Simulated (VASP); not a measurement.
Set up this calculation in VASP 6.6.1, as the native input.

```
Task                   : single point
Functional             : PBE
Dispersion             : D4
Potentials or basis    : VASP PAW PBE potentials, release 64 (Ti_sv, Te)
Cutoff                 : 520 eV
k mesh                 : 15 × 15 × 8
Occupations            : gaussian, width 0.1 eV
Spin                   : no spin polarisation
Dipole correction      : no
Further INCAR settings : ALGO = Normal; EDIFF = 1e-06; NBANDS = 19
```

The structure of TiTe2 lies in POSCAR:

```
TiTe2
1.0
    3.7456593679      0.0000000000      0.0000000000
   -1.8728296839      3.2438361666      0.0000000000
    0.0000000000      0.0000000000      6.5434804559
Ti Te
1 2
Direct
    0.0000000000      0.0000000000      0.0000000000
    0.6666666667      0.3333333333      0.2634923494
    0.3333333333      0.6666666667      0.7365076506
```

One way to write it, as run:

INCAR

```
ALGO = Normal ; EDIFF = 1E-6
ENCUT = 520 ; GGA = PE
ISIF = 2 ; ISMEAR = 0
IVDW = 13 ; LASPH = True
LCHARG = False ; LREAL = False
LWAVE = False ; NBANDS = 19
NELM = 80 ; PREC = Accurate
SIGMA = 0.1
```

KPOINTS

```
k-points
0
Gamma
  15 15 8
```

Potentials or basis: VASP PAW PBE potentials, release 64 (Ti_sv, Te).

The run is started by

```sh
$ cat potpaw_PBE.64/Ti_sv/POTCAR potpaw_PBE.64/Te/POTCAR > POTCAR
$ mpirun -np 1 vasp_std > vasp.out
```

It gave:

```yaml
Pressure: -1.0 GPa
Band_gap_on_the_k_mesh: zero (bands 12 and 13 overlap by 0.70 eV)
Dispersion_energy_per_atom: -0.423 eV
```

Caveat: spin-orbit coupling is left out, which moves the levels of the heavy elements.

It took 2.6 min on 1 thread of AMD EPYC 9R45 96-Core Processor (Zen 5) (shared host), peak memory 0.37 GiB.
